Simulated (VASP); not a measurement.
Runs of VASP 6.6.1 on Ba2SeO. The structure is that of space group P4/mmm (No. 123), or close to it. The cells are those of the table. 

```csv
level,cell,gap on the mesh (eV),pressure (GPa)
PBE,"a = 4.500, b = 4.500, c = 6.376 Å, 4 atoms",1.45,(d)
PBE,"a = 4.323, b = 4.323, c = 6.125 Å, 4 atoms",1.37,(c)
PBE,"a = 4.457, b = 4.457, c = 6.315 Å, 4 atoms",1.43,(b)
r2SCAN,"a = 4.401, b = 4.401, c = 6.235 Å, 4 atoms",1.75,0.7
r2SCAN,"a = 4.311, b = 4.311, c = 6.108 Å, 4 atoms",1.71,4.2
PBE,"a = 4.401, b = 4.401, c = 6.235 Å, 4 atoms",1.41,1.1
r2SCAN,"a = 4.357, b = 4.357, c = 6.172 Å, 4 atoms",1.73,(a)
PBE,"a = 4.413, b = 4.413, c = 6.253 Å, 4 atoms",1.42,0.7
```

Alike in all rows: task single point; potentials or basis VASP PAW PBE potentials, release 64 (O, Ba_sv, Se); no spin polarisation; k mesh 6 × 6 × 4; cutoff (eV) 520; smearing gaussian 0.01 eV.

Question: Fill in the values left out.

Answer: (a) 2.3; (b) -0.6; (c) 4.0; (d) -1.7.

Caveats: spin-orbit coupling is left out, which moves the levels of the heavy elements; the PAW data sets were made with another functional, which shifts forces and pressure a little (at least some runs); the cell stands under pressure (at least some runs).

A k mesh can miss the band edges, and the runs leave out spin-orbit coupling on Ba, Se.
